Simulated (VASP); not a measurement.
# Y (P6_3/mmc) in VASP: a series of runs, part 2 of 2

VASP 6.6.1. Earlier steps stand in the parts before.

**3. Vibrations by perturbation theory, PBE**

The input, INCAR:

```
ALGO     = Normal         # electronic algorithm
EDIFF    = 1E-8           # SCF threshold, eV
ENCUT    = 500            # plane-wave cutoff, eV
GGA      = PE             # functional
GGA_COMPAT= False        
IBRION   = 8              # ionic algorithm
ISIF     = 2              # what is computed and relaxed
ISMEAR   = -1             # smearing method
LASPH    = True           # aspherical terms in the spheres
LCHARG   = True           # write CHGCAR
LREAL    = False          # projectors in reciprocal space
LWAVE    = False          # write WAVECAR
NBANDS   = 18             # bands
NELM     = 120            # most SCF steps
NSW      = 1              # ionic steps
PREC     = Accurate       # precision mode
SIGMA    = 0.15           # smearing width, eV
```

The input, KPOINTS:

```
k-points
0
Gamma
  15 15 8
```

The input, POSCAR:

```
Y
1.0
    3.6504399440      0.0000000000      0.0000000000
   -1.8252199720      3.1613737265      0.0000000000
    0.0000000000      0.0000000000      5.7262537134
Y
2
Direct
    0.3333333333      0.6666666667      0.2500000000
    0.6666666667      0.3333333333      0.7500000000
```

Potentials or basis: VASP PAW PBE potentials, release 64 (Y_sv).

On the command line:

```bash
$ cat potpaw_PBE.64/Y_sv/POTCAR > POTCAR
$ mpirun -np 1 vasp_std > vasp.out
```

OUTCAR:

```text
EDIFF = 1E-8
   ENCUT = 500
   GGA = PE
   IBRION = 8
   ISIF = 2
   ISMEAR = -1
   LASPH = True
   LREAL = False
   NELM = 120
   NSW = 1
   PREC = Accurate

 ion  position               nearest neighbor table
   1  0.333  0.667  0.250-   2 3.56   2 3.56   2 3.56   2 3.56   2 3.56   2 3.56
   2  0.667  0.333  0.750-   1 3.56   1 3.56   1 3.56   1 3.56   1 3.56   1 3.56

  LATTYP: Found a hexagonal cell.
 ALAT       =     3.6504399440
 C/A-ratio  =     1.5686475606

  Lattice vectors:

 A1 = (   3.6504399440,   0.0000000000,   0.0000000000)
 A2 = (  -1.8252199720,   3.1613737265,   0.0000000000)
 A3 = (   0.0000000000,   0.0000000000,   5.7262537134)

Analysis of symmetry for initial positions (statically):
=====================================================================
 Subroutine PRICEL returns:
 Original cell was already a primitive cell.
[... 740 lines left out ...]
     0.00187  0.00000 -0.00000
     0.00000  0.00187  0.00000
     0.00000 -0.00000 -0.01104

 INTERNAL STRAIN TENSOR FOR ION    2 for displacements in x,y,z  (eV/Angst):
          X           Y           Z          XY          YZ          ZX
  --------------------------------------------------------------------------------
  x     0.00000     0.00000     0.00000     1.55809     0.00000     0.00000
  y     1.55809    -1.55809     0.00000     0.00000     0.00000     0.00000
  z     0.00000     0.00000    -0.00000    -0.00000     0.00000    -0.00000

 SECOND DERIVATIVES (NOT SYMMETRIZED)
 ------------------------------------
               1X          1Y          1Z          2X          2Y          2Z
  1X    -1.221483    0.000000    0.000000    1.221483    0.000000    0.000000
  1Y     0.000000   -1.221483    0.000000   -0.000000    1.221483    0.000000
  1Z     0.000000   -0.000000   -3.298117   -0.000000    0.000000    3.298117
  2X     1.221483    0.000000    0.000000   -1.221483    0.000000    0.000000
  2Y    -0.000000    1.221483    0.000000    0.000000   -1.221483    0.000000
  2Z    -0.000000    0.000000    3.298117    0.000000   -0.000000   -3.298117

 Eigenvectors and eigenvalues of the dynamical matrix
 ----------------------------------------------------

   1 f  =    4.258270 THz    26.755502 2PiTHz  142.040609 cm-1    17.610783 meV
             X         Y         Z           dx          dy          dz
     -0.000000  2.107582  1.431563    -0.000000    0.000000    0.707107
      1.825220  1.053791  4.294690     0.000000    0.000000   -0.707107
[... 16 lines left out ...]
   5 f  =    0.000000 THz     0.000000 2PiTHz    0.000000 cm-1     0.000000 meV
             X         Y         Z           dx          dy          dz
     -0.000000  2.107582  1.431563    -0.000000    0.000000    0.707107
      1.825220  1.053791  4.294690     0.000000    0.000000    0.707107

   6 f/i=    0.000000 THz     0.000000 2PiTHz    0.000001 cm-1     0.000000 meV
             X         Y         Z           dx          dy          dz
     -0.000000  2.107582  1.431563     0.705796   -0.043032    0.000000
      1.825220  1.053791  4.294690     0.705796   -0.043032    0.000000

--------------------------------------------------------------------------------------------------------

 ELASTIC MODULI CONTR FROM IONIC RELAXATION (kBar)
 Direction    XX          YY          ZZ          XY          YZ          ZX
 --------------------------------------------------------------------------------
 XX         -48.1852     48.1852      0.0000      0.0000      0.0000      0.0000
 YY          48.1852    -48.1852      0.0000     -0.0000      0.0000      0.0000
 ZZ           0.0000      0.0000     -0.0000     -0.0000      0.0000     -0.0000
 XY           0.0000     -0.0000     -0.0000    -48.1852      0.0000     -0.0000
 YZ           0.0000      0.0000      0.0000      0.0000      0.0000      0.0000
 ZX           0.0000      0.0000     -0.0000     -0.0000      0.0000     -0.0000
 --------------------------------------------------------------------------------
```

OSZICAR:

```text
N       E                     dE             d eps       ncg     rms          rms(c)
DAV:   1     0.859972878344E+02    0.85997E+02   -0.11045E+04  4860   0.112E+03
DAV:   2    -0.584720529019E+01   -0.91844E+02   -0.90207E+02  6070   0.253E+02
DAV:   3    -0.131818369486E+02   -0.73346E+01   -0.72713E+01  8448   0.425E+01
DAV:   4    -0.133943114514E+02   -0.21247E+00   -0.21223E+00  5992   0.734E+00
[... 53 lines left out ...]
RMM:  16    -0.309817105854E+00   -0.94783E-07    0.30673E-06 17195   0.966E-04    0.644E-04
RMM:  17    -0.309816989844E+00    0.11601E-06    0.31342E-06 16754   0.845E-04    0.673E-04
RMM:  18    -0.309816994975E+00   -0.51317E-08    0.30353E-06 16944   0.743E-04    0.717E-04
RMM:  19    -0.309817307641E+00   -0.31267E-06    0.28756E-06 15949   0.664E-04    0.799E-04
RMM:  20    -0.309817005214E+00    0.30243E-06    0.26745E-06 15217   0.594E-04    0.784E-04
 Linear response finished
```

Wall time 47 min (1 thread of Intel Xeon 8259CL, shared host); peak memory 1.2 GiB.

What came out:

```
Highest phonon frequency at Γ : 142 cm⁻¹
```

Phonon frequencies in cm⁻¹ (negative: imaginary):
| q point | frequencies |
| --- | --- |
| (0.000, 0.000, 0.000) | 0 0 0 86 86 142 |

**4. Single point, PBE**

This run uses another cell than the first one, of 32.86 Å³/atom.

The input, POSCAR:

```
Y
1.0
    3.6571046507      0.0000000000      0.0000000000
   -1.8285523254      3.1671455318      0.0000000000
    0.0000000000      0.0000000000      5.6740659793
Y
2
Direct
    0.3333333333      0.6666666667      0.2500000000
    0.6666666667      0.3333333333      0.7500000000
```

The input, INCAR.step1:

```
ALGO     = Fast           # electronic algorithm
EDIFF    = 1E-6           # SCF threshold, eV
ENCUT    = 520            # plane-wave cutoff, eV
GGA      = PE             # functional
ISIF     = 2              # what is computed and relaxed
ISMEAR   = 0              # smearing method
LASPH    = True           # aspherical terms in the spheres
LCHARG   = True           # write CHGCAR
LMAXMIX  = 4              # l up to which the mixer works
LREAL    = False          # projectors in reciprocal space
LWAVE    = False          # write WAVECAR
NBANDS   = 18             # bands
NELM     = 80             # most SCF steps
PREC     = Accurate       # precision mode
SIGMA    = 0.1            # smearing width, eV
```

The input, KPOINTS.step1:

```
k-points
0
Gamma
  15 15 8
```

The input, INCAR.step2:

```
ALGO     = Fast           # electronic algorithm
EDIFF    = 1E-6           # SCF threshold, eV
ENCUT    = 520            # plane-wave cutoff, eV
GGA      = PE             # functional
ICHARG   = 11             # starting density
ISIF     = 2              # what is computed and relaxed
ISMEAR   = -5             # smearing method
LASPH    = True           # aspherical terms in the spheres
LCHARG   = False          # write CHGCAR
LMAXMIX  = 4              # l up to which the mixer works
LORBIT   = 10             # projections on sites
LREAL    = False          # projectors in reciprocal space
LWAVE    = False          # write WAVECAR
NBANDS   = 18             # bands
NEDOS    = 2001           # points of the DOS
NELM     = 80             # most SCF steps
PREC     = Accurate       # precision mode
SIGMA    = 0.1            # smearing width, eV
```

The input, KPOINTS.step2:

```
k-points
0
Gamma
  23 23 12
```

Potentials or basis: VASP PAW PBE potentials, release 64 (Y_sv).

On the command line:

```bash
$ cat potpaw_PBE.64/Y_sv/POTCAR > POTCAR
$ cp INCAR.step1 INCAR
$ cp KPOINTS.step1 KPOINTS
$ mpirun -np 1 vasp_std > vasp.out
$ cp INCAR.step2 INCAR
$ cp KPOINTS.step2 KPOINTS
$ mpirun -np 1 vasp_std > vasp.out
```

OUTCAR:

```text
EDIFF = 1E-6
   ENCUT = 520
   GGA = PE
   ICHARG = 11
   ISIF = 2
   ISMEAR = -5
   LASPH = True
   LORBIT = 10
   LREAL = False
   NELM = 80
   PREC = Accurate

 ion  position               nearest neighbor table
   1  0.333  0.667  0.250-   2 3.54   2 3.54   2 3.54   2 3.54   2 3.54   2 3.54
   2  0.667  0.333  0.750-   1 3.54   1 3.54   1 3.54   1 3.54   1 3.54   1 3.54

  LATTYP: Found a hexagonal cell.
 ALAT       =     3.6571046507
 C/A-ratio  =     1.5515186250

  Lattice vectors:

 A1 = (   3.6571046507,   0.0000000000,   0.0000000000)
 A2 = (  -1.8285523254,   3.1671455318,   0.0000000000)
 A3 = (   0.0000000000,   0.0000000000,   5.6740659793)

Analysis of symmetry for initial positions (statically):
=====================================================================
 Subroutine PRICEL returns:
 Original cell was already a primitive cell.

 Routine SETGRP: Setting up the symmetry group for a
 hexagonal supercell.
[... 175 lines left out ...]
 cond. band min:       2.9679037671   @ k =   0.2174   0.2174   0.3333
 fundamental gap:     -0.0315758406
 Fermi energy:         2.9971961293

 k-point     1 :       0.0000    0.0000    0.0000
  band No.  band energies     occupation
      1     -39.6947      2.00000
      2     -39.6184      2.00000
      3     -19.9749      2.00000
      4     -19.5020      2.00000
      5     -19.5020      2.00000
      6     -19.4078      2.00000
[... 481 lines left out ...]
      5     -19.5388      2.00000
      6     -19.4759      2.00000
[... 10 lines left out ...]
     17       5.5989      0.00000
     18       5.8332      0.00000

 [... further k-points ...]

------------------------ aborting loop because EDIFF is reached ----------------------------------------

  FORCE on cell =-STRESS in cart. coord.  units (eV):
  Direction    XX          YY          ZZ          XY          YZ          ZX
  --------------------------------------------------------------------------------------
  -------------------------------------------------------------------------------------
  Total       -0.0402782     -0.0402782     -0.1101533      0.0000000     -0.0000000      0.0000000
  in kB       -0.9819302     -0.9819302     -2.6853950      0.0000000     -0.0000000      0.0000000
  external PRESSURE =      -1.5497518 kB  Pullay stress =       0.0000000 kB

 VOLUME and BASIS-vectors are now :
 -----------------------------------------------------------------------------
  energy-cutoff  :      520.00
  volume of cell :       65.72
      direct lattice vectors                 reciprocal lattice vectors
     3.657104651  0.000000000  0.000000000     0.273440357  0.157870864  0.000000000
    -1.828552325  3.167145532  0.000000000     0.000000000  0.315741727  0.000000000
     0.000000000  0.000000000  5.674065979     0.000000000  0.000000000  0.176240460

 POSITION                                       TOTAL-FORCE (eV/Angst)
 -----------------------------------------------------------------------------------
     -0.00000      2.11143      1.41852        -0.000000     -0.000000      0.000000
      1.82855      1.05572      4.25555         0.000000      0.000000      0.000000
 -----------------------------------------------------------------------------------
    total drift:                                0.000000     -0.000000      0.000000

  FREE ENERGIE OF THE ION-ELECTRON SYSTEM (eV)
  ---------------------------------------------------
  free  energy   TOTEN  =       -12.8661750664 eV

  energy  without entropy=      -12.8661750664  energy(sigma->0) =      -12.86617507

 total charge

# of ion       s       p       d       f       tot
--------------------------------------------------
    1        2.279   6.224   0.915   0.006   9.425
    2        2.279   6.224   0.915   0.006   9.425
--------------------------------------------------
tot          4.559  12.449   1.831   0.013  18.851
```

It took 10 min on 1 thread of Intel Xeon Platinum 8175M at 2.50GHz (Skylake/Cascade Lake), shared host; peak memory 0.51 GiB.

What came out:

```
Valence electrons inside the program's atomic spheres : Y 9.43
```

Caveat: tetrahedron occupations give inexact forces and stress in metals.
